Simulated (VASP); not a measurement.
# Co in VASP: further runs

Co is run at these levels: BLYP; tasks: single point, relaxation of cell and atoms.

Everything below comes from runs of VASP 6.6.1. Logs are shortened: lines on timing, memory, paths and dates and some standing lists are left out, and cuts for length are marked.

## Step 1: The cell of the first run

The typed cell holds 2 atoms: a = 2.479 Å, b = 2.479 Å, c = 3.502 Å, α = 90.00°, β = 90.00°, γ = 90.00°.

This isn't the form of Co at room conditions, which is hcp.

## Step 2: Single point, BLYP, collinear spin, antiferromagnetic start

Contents of INCAR:

```
SYSTEM = Co
PREC = Accurate ; ENCUT = 520
EDIFF = 1E-6 ; ISMEAR = -1
SIGMA = 0.05 ; LREAL = .FALSE.
LASPH = .TRUE. ; NELM = 150
ALGO = Normal ; ISIF = 2
LWAVE = .FALSE. ; LCHARG = .TRUE.
ISPIN = 2 ; MAGMOM = 1.7 -1.7
LORBIT = 11 ; LMAXMIX = 4
GGA = B5 ; ALDAX = 1.0
AGGAX = 1.0 ; AGGAC = 1.0
ALDAC = 0.0 ; LELF = .TRUE.
LVHAR = .TRUE. ; NBANDS = 20
```

Contents of KPOINTS:

```
regular mesh
0
G
  12 12 9
  0 0 0
```

Contents of POSCAR:

```
Co
1.0
    2.4792947100      0.0000000000      0.0000000000
    0.0000000000      2.4792947100      0.0000000000
    0.0000000000      0.0000000000      3.5024405097
Co
2
Direct
    0.0000000000      0.0000000000      0.0000000000
    0.5000000000      0.5000000000      0.5000000000
```

Potentials or basis: VASP PAW PBE potentials, release 64 (Co).

Command:

```
$ cat potpaw_PBE.64/Co/POTCAR > POTCAR
$ mpirun -np 1 vasp_std > vasp.out
```

OUTCAR:

```text
SYSTEM = Co
   PREC = Accurate
   ENCUT = 520
   EDIFF = 1E-6
   ISMEAR = -1
   LREAL = .FALSE.
   LASPH = .TRUE.
   NELM = 150
   ISIF = 2
   ISPIN = 2
   LORBIT = 11
   GGA = B5

 ion  position               nearest neighbor table
   1  0.000  0.000  0.000-   2 2.48   2 2.48   2 2.48   2 2.48   2 2.48   2 2.48   2 2.48   2 2.48

   2  0.500  0.500  0.500-   1 2.48   1 2.48   1 2.48   1 2.48   1 2.48   1 2.48   1 2.48   1 2.48

  LATTYP: Found a simple tetragonal cell.
 ALAT       =     2.4792947100
 C/A-ratio  =     1.4126761516

  Lattice vectors:

 A1 = (   2.4792947100,   0.0000000000,   0.0000000000)
 A2 = (   0.0000000000,   2.4792947100,   0.0000000000)
 A3 = (   0.0000000000,   0.0000000000,   3.5024405097)

Analysis of symmetry for initial positions (statically):
=====================================================================
 Subroutine PRICEL returns following result:

  LATTYP: Found a body centered tetragonal cell.
 ALAT       =     2.4792947100
 C/A-ratio  =     1.4126761516
[... 12 lines left out ...]
 Subroutine GETGRP returns: Found 16 space group operations
 (whereof 16 operations were pure point group operations)
 out of a pool of 16 trial point group operations.

The static configuration has the point symmetry D_4h.

Analysis of symmetry for dynamics (positions and initial velocities):
=====================================================================
 Subroutine PRICEL returns following result:

  LATTYP: Found a body centered tetragonal cell.
 ALAT       =     2.4792947100
 C/A-ratio  =     1.4126761516
[... 12 lines left out ...]
 Subroutine GETGRP returns: Found 16 space group operations
 (whereof 16 operations were pure point group operations)
 out of a pool of 16 trial point group operations.

The dynamic configuration has the point symmetry D_4h.

Analysis of structural, dynamic, and magnetic symmetry:
=====================================================================
 Subroutine PRICEL returns following result:

  LATTYP: Found a body centered tetragonal cell.
 ALAT       =     2.4792947100
 C/A-ratio  =     1.4126761516
[... 12 lines left out ...]
 Subroutine GETGRP returns: Found 16 space group operations
 (whereof 16 operations were pure point group operations)
 out of a pool of 16 trial point group operations.

The overall configuration has the point symmetry D_4h.

 Subroutine INISYM returns: Found 16 space group operations
 (whereof 16 operations are pure point group operations),
 and found     2 'primitive' translations

----------------------------------------------------------------------------------------

[... 108 lines left out ...]
   IMIX   =      4    mixing-type and parameters
     AMIX     =   0.40;   BMIX     =  1.00
     AMIX_MAG =   1.60;   BMIX_MAG =  1.00
  volume/ion in A,a.u.               =      10.76        72.64
  Fermi-wavevector in a.u.,A,eV,Ry     =   1.542257  2.914442 32.362212  2.378555
  Thomas-Fermi vector in A             =   2.648087
   LORBIT       =     11    0 simple, 1 ext, 2 COOP (PROOUT), +10 PAW based schemes
   GGA     = B5    functional components
   LHFCALC =     F    Hartree Fock is set to
   AEXX    =    0.0000 exact exchange contribution
   IVDW    =     0    specifies the selected vdW correction
   LEPSILON=     F    determine dielectric tensor
   LRPA    =     F    only Hartree local field effects (RPA)
 spin polarized calculation
  energy-cutoff  :      520.00
  volume of cell :       21.53
 maximum number of plane-waves:       604
   NGX =  9   NGY =  9   NGZ = 13

 number of electron      18.0000010 magnetization      -0.0000000

 number of electron      18.0000010 magnetization       0.0000000

 Free energy of the ion-electron system (eV)
  ---------------------------------------------------
  ext. energy  EPLUGINS =         0.00000000
  ---------------------------------------------------
  free energy    TOTEN  =       -11.73718189 eV

  energy without entropy =      -11.70117546  energy(sigma->0) =      -11.71917867

 E-fermi :  10.6884     XC(G=0): -12.8651

 val. band max:       10.6682273308   @ k =   0.3333   0.0833   0.2222
 cond. band min:      10.6949140112   @ k =   0.0833   0.0000   0.4444
 fundamental gap:      0.0266866804
 Fermi energy:        10.6883773654

 spin component 1

 k-point     1 :       0.0000    0.0000    0.0000
  band No.  band energies     occupation
      1       2.0554      1.00000
      2       6.2061      1.00000
      3       6.8095      1.00000
      4       8.8809      1.00000
      5       8.8809      1.00000
      6       8.8902      1.00000
[... 541 lines left out ...]
     19      32.2919      0.00000
     20      35.1332      0.00000

 [... further k-points ...]

 spin component 2

 k-point     1 :       0.0000    0.0000    0.0000
  band No.  band energies     occupation
      1       2.0554      1.00000
      2       6.2061      1.00000
      3       6.8095      1.00000
      4       8.8809      1.00000
      5       8.8809      1.00000
      6       8.8902      1.00000
[... 541 lines left out ...]
     19      32.2919      0.00000
     20      35.1332      0.00000

 [... further k-points ...]
[... 5 lines left out ...]
  --------------------------------------------------------------------------------------
  -------------------------------------------------------------------------------------
  Total       -0.0325823     -0.0325823     -0.0360091      0.0000000      0.0000000      0.0000000
  in kB       -2.4247403     -2.4247403     -2.6797605      0.0000000      0.0000000      0.0000000
  external PRESSURE =      -2.5097470 kB  Pullay stress =       0.0000000 kB

 VOLUME and BASIS-vectors are now :
 -----------------------------------------------------------------------------
  energy-cutoff  :      520.00
  volume of cell :       21.53
      direct lattice vectors                 reciprocal lattice vectors
     2.479294710  0.000000000  0.000000000     0.403340513  0.000000000  0.000000000
     0.000000000  2.479294710  0.000000000     0.000000000  0.403340513  0.000000000
     0.000000000  0.000000000  3.502440510     0.000000000  0.000000000  0.285515199

 POSITION                                       TOTAL-FORCE (eV/Angst)
 -----------------------------------------------------------------------------------
      0.00000      0.00000      0.00000         0.000000      0.000000     -0.000000
      1.23965      1.23965      1.75122        -0.000000     -0.000000      0.000000
 -----------------------------------------------------------------------------------
    total drift:                                0.000000     -0.000000     -0.000000

  FREE ENERGIE OF THE ION-ELECTRON SYSTEM (eV)
  ---------------------------------------------------
  free  energy   TOTEN  =       -11.7371818864 eV

  energy  without entropy=      -11.7011754632  energy(sigma->0) =      -11.71917867

 total charge

# of ion       s       p       d       tot
------------------------------------------
    1        0.483   0.502   7.329   8.314
    2        0.483   0.502   7.329   8.314
--------------------------------------------------
tot          0.966   1.005  14.658  16.629

 magnetization (x)

# of ion       s       p       d       tot
------------------------------------------
    1        0.000   0.000   0.003   0.003
    2       -0.000  -0.000  -0.003  -0.003
--------------------------------------------------
tot          0.000   0.000   0.000   0.000
```

OSZICAR:

```text
N       E                     dE             d eps       ncg     rms          rms(c)
DAV:   1     0.894150278263E+02    0.89415E+02   -0.76349E+03 11908   0.118E+03
DAV:   2    -0.886056772457E+01   -0.98276E+02   -0.88889E+02 11436   0.218E+02
DAV:   3    -0.136211619820E+02   -0.47606E+01   -0.45337E+01 12588   0.578E+01
DAV:   4    -0.137083625937E+02   -0.87201E-01   -0.87070E-01 13908   0.685E+00
DAV:   5    -0.137111361973E+02   -0.27736E-02   -0.27731E-02 13392   0.110E+00    0.139E+01
DAV:   6    -0.120863814938E+02    0.16248E+01   -0.69157E+00 12676   0.531E+01    0.560E+00
DAV:   7    -0.117157009419E+02    0.37068E+00   -0.11250E+00 12772   0.198E+01    0.270E+00
DAV:   8    -0.117079193035E+02    0.77816E-02   -0.25489E-02 17192   0.283E+00    0.130E+00
DAV:   9    -0.117145014846E+02   -0.65822E-02   -0.12900E-02 18576   0.263E+00    0.992E-01
DAV:  10    -0.117331050877E+02   -0.18604E-01   -0.51097E-02 15992   0.553E+00    0.443E-01
DAV:  11    -0.117360685027E+02   -0.29634E-02   -0.87750E-03 17704   0.185E+00    0.256E-01
DAV:  12    -0.117371278366E+02   -0.10593E-02   -0.50376E-03 19012   0.144E+00    0.658E-02
DAV:  13    -0.117371469886E+02   -0.19152E-04   -0.36490E-04 12200   0.180E-01    0.623E-02
DAV:  14    -0.117371823626E+02   -0.35374E-04   -0.31128E-04 15664   0.386E-01    0.109E-02
DAV:  15    -0.117371818864E+02    0.47625E-06   -0.94303E-06 12944   0.370E-02
   1 F= -.11737182E+02 E0= -.11719179E+02  d E =-.360064E-01  mag=     0.0000
```

stdout:

```text
POSCAR found type information on POSCAR Co
 POSCAR found :  1 types and       2 ions
 scaLAPACK will be used
 -----------------------------------------------------------------------------
|                                                                             |
|                                                                             |
|     You enforced a specific xc type in the INCAR file but a different       |
|     I HOPE YOU KNOW WHAT YOU ARE DOING!                                     |
|                                                                             |
 -----------------------------------------------------------------------------

 LDA part: xc-table for (Slater(with rela. corr.)+VWN5), standard interpolation
 POSCAR, INCAR and KPOINTS ok, starting setup
 FFT: planning ... GRIDC
 FFT: planning ... GRID_SOFT
 FFT: planning ... GRID
 WAVECAR not read
 entering main loop
```

Wall time 53 s (1 thread of Intel Xeon 6975P-C (Granite Rapids), shared host); peak memory 0.19 GiB.

Results:

```yaml
Free_energy: -11.7372 eV
Pressure: -0.3 GPa
Band_gap_on_the_k_mesh: zero (filled and empty bands overlap)
Net_moment: 0.00 μB per cell
Valence_electrons_inside_the_program's_atomic_spheres: Co 8.31
```

Caveat: the moments typed at the start vanished in this run; the PAW data sets were made with another functional, which shifts forces and pressure a little.

(Part 1 of 2 ends here.)

The gap in the log of VASP goes by the Fermi energy; the results here count the filled bands.